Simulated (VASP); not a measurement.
# LiF (P4/mmm) in VASP: further runs

LiF is run at these levels: PBE; tasks: single point.

All numbers are computed with VASP 6.6.1; they aren't measurements. Logs are shortened: lines on timing, memory, paths and dates and some standing lists are left out, and cuts for length are marked.

### 1 The cell of the first run

Symmetry: P4/mmm, No. 123, tetragonal system. The conventional cell has a = 2.560 Å, b = 2.560 Å, c = 2.508 Å, α = 90.00°, β = 90.00°, γ = 90.00°. Li (site symmetry 4/mmm) has 8 F at 2.20 Å and 6 Li at 2.51 to 2.56 Å within 2.9 Å. F (site symmetry 4/mmm) has 8 Li at 2.20 Å and 6 F at 2.51 to 2.56 Å within 2.9 Å.

### 2 Single point, PBE (strain -0.0200 x Voigt [0, 1, 0, 0, 0, 0])

INCAR reads:

```
  PREC = Accurate
  ENCUT = 520
  EDIFF = 1E-6
  ISMEAR = 0
  SIGMA = 0.05
  LREAL = F
  LASPH = T
  NELM = 60
  ALGO = Normal
  ISIF = 2
  LWAVE = F
  LCHARG = T
  GGA = PE
  LELF = T
  LVHAR = T
  NBANDS = 12
```

KPOINTS reads:

```
Automatic mesh
0
Gamma
  10 10 10
```

POSCAR reads:

```
LiF
1.0
    2.5595330000      0.0000000000      0.0000000000
    0.0000000000      2.5083423400      0.0000000000
    0.0000000000      0.0000000000      2.5595330000
Li F
1 1
Direct
    0.0000000000      0.0000000000      0.0000000000
    0.5000000000      0.5000000000      0.5000000000
```

Potentials or basis: VASP PAW PBE potentials, release 64 (Li_sv, F).

Launch:

```sh
> cat potpaw_PBE.64/Li_sv/POTCAR potpaw_PBE.64/F/POTCAR > POTCAR
> mpirun -np 1 vasp_std > vasp.out
```

OUTCAR:

```text
PREC = Accurate
   ENCUT = 520
   EDIFF = 1E-6
   ISMEAR = 0
   LREAL = F
   LASPH = T
   NELM = 60
   ISIF = 2
   GGA = PE

 ion  position               nearest neighbor table
   1  0.000  0.000  0.000-   2 2.20   2 2.20   2 2.20   2 2.20   2 2.20   2 2.20   2 2.20   2 2.20

   2  0.500  0.500  0.500-   1 2.20   1 2.20   1 2.20   1 2.20   1 2.20   1 2.20   1 2.20   1 2.20

  LATTYP: Found a simple tetragonal cell.
 ALAT       =     2.5595330000
 C/A-ratio  =     0.9800000000

  Lattice vectors:

 A1 = (  -2.5595330000,   0.0000000000,   0.0000000000)
 A2 = (   0.0000000000,   0.0000000000,   2.5595330000)
 A3 = (   0.0000000000,   2.5083423400,   0.0000000000)

Analysis of symmetry for initial positions (statically):
=====================================================================
 Subroutine PRICEL returns:
 Original cell was already a primitive cell.

 Routine SETGRP: Setting up the symmetry group for a
 simple tetragonal supercell.

 Subroutine GETGRP returns: Found 16 space group operations
 (whereof 16 operations were pure point group operations)
 out of a pool of 16 trial point group operations.

The static configuration has the point symmetry D_4h.

Analysis of symmetry for dynamics (positions and initial velocities):
=====================================================================
 Subroutine PRICEL returns:
 Original cell was already a primitive cell.

 Routine SETGRP: Setting up the symmetry group for a
 simple tetragonal supercell.

 Subroutine GETGRP returns: Found 16 space group operations
 (whereof 16 operations were pure point group operations)
 out of a pool of 16 trial point group operations.

The dynamic configuration has the point symmetry D_4h.

 Subroutine INISYM returns: Found 16 space group operations
 (whereof 16 operations are pure point group operations),
 and found     1 'primitive' translations

----------------------------------------------------------------------------------------

                                     Primitive cell

  volume of cell :      16.4327

  direct lattice vectors                    reciprocal lattice vectors
     2.559533000  0.000000000  0.000000000     0.390696272  0.000000000  0.000000000
     0.000000000  2.508342340  0.000000000     0.000000000  0.398669665  0.000000000
     0.000000000  0.000000000  2.559533000     0.000000000  0.000000000  0.390696272

[... 91 lines left out ...]
   POTIM  = 0.5000    time-step for ionic-motion
   TEBEG  =    0.0;   TEEND  =   0.0 temperature during run
   PSTRESS=    0.0 pullay stress
   NELECT =      10.0000    total number of electrons
   NUPDOWN=      -1.0000    fix difference up-down
   EMIN   =  10.00;   EMAX   =-10.00  energy-range for DOS
   EFERMI =   0.00;   METHOD = LEGACY
   ISMEAR =     0;   SIGMA  =   0.05  broadening in eV -4-tet -1-fermi 0-gaus
   EFERMI_NEDOS =   21; number of points for ismear=-14 and -15
   IALGO  =     38    algorithm
   IMIX   =      4    mixing-type and parameters
     AMIX     =   0.40;   BMIX     =  1.00
     AMIX_MAG =   1.60;   BMIX_MAG =  1.00
  volume/ion in A,a.u.               =       8.22        55.45
  Fermi-wavevector in a.u.,A,eV,Ry     =   1.387305  2.621627 26.185994  1.924616
  Thomas-Fermi vector in A             =   2.511539
   LORBIT       =      0    0 simple, 1 ext, 2 COOP (PROOUT), +10 PAW based schemes
   GGA     = PE    functional components
   LHFCALC =     F    Hartree Fock is set to
   AEXX    =    0.0000 exact exchange contribution
   IVDW    =     0    specifies the selected vdW correction
   LEPSILON=     F    determine dielectric tensor
   LRPA    =     F    only Hartree local field effects (RPA)
 non-spin polarized calculation
 Gauss-broadening in eV      SIGMA  =   0.05
  energy-cutoff  :      520.00
  volume of cell :       16.43
 maximum number of plane-waves:       461
 NGX is ok and might be reduce to    20
   NGX =  9   NGY =  9   NGZ =  9

 number of electron      10.0000017 magnetization

 Free energy of the ion-electron system (eV)
  ---------------------------------------------------
  ext. energy  EPLUGINS =         0.00000000
  ---------------------------------------------------
  free energy    TOTEN  =        -9.04306225 eV

  energy without entropy =       -9.04306225  energy(sigma->0) =       -9.04306225

 E-fermi :   0.6169     XC(G=0): -10.0299

 val. band max:        0.3174592139   @ k =   0.5000   0.0000   0.5000
 cond. band min:       7.8950988848   @ k =   0.0000   0.0000   0.0000
 fundamental gap:      7.5776396709
 Fermi energy:         0.6168863096

 k-point     1 :       0.0000    0.0000    0.0000
  band No.  band energies     occupation
      1     -42.6166      2.00000
      2     -20.6567      2.00000
      3      -0.5399      2.00000
      4      -0.5399      2.00000
      5      -0.3171      2.00000
      6       7.8951      0.00000
      7      18.9271      0.00000
      8      19.4477      0.00000
      9      21.1588      0.00000
     10      21.1588      0.00000
     11      21.7406      0.00000
     12      38.3576      0.00000
[... 331 lines left out ...]
 k-point    24 :       0.5000    0.3000    0.0000
  band No.  band energies     occupation
      1     -42.5379      2.00000
      2     -19.8234      2.00000
      3      -3.2292      2.00000
      4      -2.1626      2.00000
      5       0.0666      2.00000
      6      12.2389      0.00000
      7      13.8033      0.00000
      8      15.6040      0.00000
      9      22.1849      0.00000
     10      22.2313      0.00000
     11      30.1943      0.00000
     12      32.7908      0.00000

 [... further k-points ...]

------------------------ aborting loop because EDIFF is reached ----------------------------------------

  FORCE on cell =-STRESS in cart. coord.  units (eV):
  Direction    XX          YY          ZZ          XY          YZ          ZX
  --------------------------------------------------------------------------------------
  -------------------------------------------------------------------------------------
  Total       -0.0941199      0.5164272     -0.0941199     -0.0000000      0.0000000      0.0000000
  in kB       -9.1766406     50.3513875     -9.1766406     -0.0000000      0.0000000      0.0000000
  external PRESSURE =      10.6660354 kB  Pullay stress =       0.0000000 kB

 VOLUME and BASIS-vectors are now :
 -----------------------------------------------------------------------------
  energy-cutoff  :      520.00
  volume of cell :       16.43
      direct lattice vectors                 reciprocal lattice vectors
     2.559533000  0.000000000  0.000000000     0.390696272  0.000000000  0.000000000
     0.000000000  2.508342340  0.000000000     0.000000000  0.398669665  0.000000000
     0.000000000  0.000000000  2.559533000     0.000000000  0.000000000  0.390696272

 POSITION                                       TOTAL-FORCE (eV/Angst)
 -----------------------------------------------------------------------------------
      0.00000      0.00000      0.00000         0.000000      0.000000      0.000000
      1.27977      1.25417      1.27977         0.000000      0.000000      0.000000
 -----------------------------------------------------------------------------------
    total drift:                                0.000000      0.000000      0.000000

  FREE ENERGIE OF THE ION-ELECTRON SYSTEM (eV)
  ---------------------------------------------------
  free  energy   TOTEN  =        -9.0430622483 eV

  energy  without entropy=       -9.0430622483  energy(sigma->0) =       -9.04306225
```

stdout:

```text
POSCAR found type information on POSCAR LiF
 POSCAR found :  2 types and       2 ions
 scaLAPACK will be used
 LDA part: xc-table for (Slater+PW92), standard interpolation
 POSCAR, INCAR and KPOINTS ok, starting setup
 FFT: planning ... GRIDC
 FFT: planning ... GRID_SOFT
 FFT: planning ... GRID
 WAVECAR not read
 entering main loop
```

Run time: 13 s. Hardware: 1 thread of Intel Xeon Platinum 8488C (Sapphire Rapids), shared host; peak memory 0.13 GiB.

What came out:

| Quantity | Value |
| --- | --- |
| Free energy | -9.0431 eV |
| Band gap on the k mesh | 7.58 eV, indirect (least direct gap 8.21 eV) |

Caveat: the cell differs from its parent crystal (strain -0.0200 x Voigt [0, 1, 0, 0, 0, 0]); the cutoff is under 1.25 times the usual one of these potentials, so pressure, stress and relaxed cells hold a basis-set (Pulay) error. A k mesh can miss the band edges.

### 3 Single point, PBE (strain -0.0300 x Voigt [0, 1, 0, 0, 0, 0])

INCAR reads:

```
SYSTEM = LiF
PREC     = Accurate       ! precision mode
ENCUT    = 520            ! plane-wave cutoff, eV
EDIFF    = 1E-6           ! SCF threshold, eV
ISMEAR   = 0              ! smearing method
SIGMA    = 0.05           ! smearing width, eV
LREAL    = .False.        ! projectors in reciprocal space
LASPH    = .True.         ! aspherical terms in the spheres
NELM     = 100            ! most SCF steps
ALGO     = Normal         ! electronic algorithm
ISIF     = 2              ! what is computed and relaxed
LWAVE    = .False.        ! write WAVECAR
LCHARG   = .False.        ! write CHGCAR
GGA      = PE             ! functional
NBANDS   = 12             ! bands
```

KPOINTS reads:

```
Automatic mesh
0
Gamma
  10 10 10
  0 0 0
```

POSCAR reads:

```
LiF
1.0
    2.5595330000      0.0000000000      0.0000000000
    0.0000000000      2.4827470100      0.0000000000
    0.0000000000      0.0000000000      2.5595330000
Li F
1 1
Direct
    0.0000000000      0.0000000000      0.0000000000
    0.5000000000      0.5000000000      0.5000000000
```

Potentials or basis: VASP PAW PBE potentials, release 64 (Li_sv, F).

Launch:

```sh
> cat potpaw_PBE.64/Li_sv/POTCAR potpaw_PBE.64/F/POTCAR > POTCAR
> mpirun -np 1 vasp_std > vasp.out
```

OUTCAR:

```text
SYSTEM = LiF
   PREC = Accurate
   ENCUT = 520
   EDIFF = 1E-6
   ISMEAR = 0
   LREAL = .False.
   LASPH = .True.
   NELM = 100
   ISIF = 2
   GGA = PE

 ion  position               nearest neighbor table
   1  0.000  0.000  0.000-   2 2.19   2 2.19   2 2.19   2 2.19   2 2.19   2 2.19   2 2.19   2 2.19

   2  0.500  0.500  0.500-   1 2.19   1 2.19   1 2.19   1 2.19   1 2.19   1 2.19   1 2.19   1 2.19

  LATTYP: Found a simple tetragonal cell.
 ALAT       =     2.5595330000
 C/A-ratio  =     0.9700000000

  Lattice vectors:

[... 549 lines left out ...]

  FORCE on cell =-STRESS in cart. coord.  units (eV):
  Direction    XX          YY          ZZ          XY          YZ          ZX
  --------------------------------------------------------------------------------------
  -------------------------------------------------------------------------------------
  Total       -0.1198871      0.8111646     -0.1198871     -0.0000000      0.0000000      0.0000000
  in kB      -11.8094383     79.9034742    -11.8094383     -0.0000000      0.0000000      0.0000000
  external PRESSURE =      18.7615325 kB  Pullay stress =       0.0000000 kB

 VOLUME and BASIS-vectors are now :
 -----------------------------------------------------------------------------
  energy-cutoff  :      520.00
  volume of cell :       16.26
      direct lattice vectors                 reciprocal lattice vectors
     2.559533000  0.000000000  0.000000000     0.390696272  0.000000000  0.000000000
     0.000000000  2.482747010  0.000000000     0.000000000  0.402779661  0.000000000
     0.000000000  0.000000000  2.559533000     0.000000000  0.000000000  0.390696272

 POSITION                                       TOTAL-FORCE (eV/Angst)
 -----------------------------------------------------------------------------------
      0.00000      0.00000      0.00000         0.000000      0.000000      0.000000
      1.27977      1.24137      1.27977         0.000000      0.000000      0.000000
 -----------------------------------------------------------------------------------
    total drift:                                0.000000      0.000000      0.000000

  FREE ENERGIE OF THE ION-ELECTRON SYSTEM (eV)
  ---------------------------------------------------
  free  energy   TOTEN  =        -9.0358342890 eV

  energy  without entropy=       -9.0358342889  energy(sigma->0) =       -9.03583429
```

OSZICAR:

```text
N       E                     dE             d eps       ncg     rms          rms(c)
DAV:   1     0.314570649182E+02    0.31457E+02   -0.54224E+03  3152   0.844E+02
DAV:   2    -0.855151811302E+01   -0.40009E+02   -0.39134E+02  3740   0.185E+02
DAV:   3    -0.957197349141E+01   -0.10205E+01   -0.10191E+01  3776   0.259E+01
DAV:   4    -0.958091676521E+01   -0.89433E-02   -0.89427E-02  3384   0.267E+00
DAV:   5    -0.958102235919E+01   -0.10559E-03   -0.10559E-03  3788   0.230E-01    0.449E+00
DAV:   6    -0.904764656058E+01    0.53338E+00   -0.24594E+00  3144   0.955E+00    0.139E+00
DAV:   7    -0.903897721110E+01    0.86693E-02   -0.17990E-02  4016   0.118E+00    0.843E-01
DAV:   8    -0.903573220393E+01    0.32450E-02   -0.14278E-02  3940   0.127E+00    0.110E-01
DAV:   9    -0.903576331774E+01   -0.31114E-04   -0.59973E-04  3600   0.226E-01    0.475E-02
DAV:  10    -0.903583425691E+01   -0.70939E-04   -0.10904E-04  3300   0.866E-02    0.656E-03
DAV:  11    -0.903583428895E+01   -0.32041E-07   -0.14804E-06  3908   0.107E-02
   1 F= -.90358343E+01 E0= -.90358343E+01  d E =-.339401E-11
```

stdout:

```text
POSCAR found type information on POSCAR LiF
 POSCAR found :  2 types and       2 ions
 scaLAPACK will be used
 LDA part: xc-table for (Slater+PW92), standard interpolation
 POSCAR, INCAR and KPOINTS ok, starting setup
 FFT: planning ... GRIDC
 FFT: planning ... GRID_SOFT
 FFT: planning ... GRID
 WAVECAR not read
 entering main loop
```

It took 10 s on 1 thread of Intel Xeon Platinum 8488C (Sapphire Rapids), shared host; peak memory 0.12 GiB.

What came out:

```
Free energy            : -9.0358 eV
Band gap on the k mesh : 7.60 eV, indirect (least direct gap 8.22 eV)
```

Caveat: the cell differs from its parent crystal (strain -0.0300 x Voigt [0, 1, 0, 0, 0, 0]); the cutoff is under 1.25 times the usual one of these potentials, so pressure, stress and relaxed cells hold a basis-set (Pulay) error. A k mesh can miss the band edges.
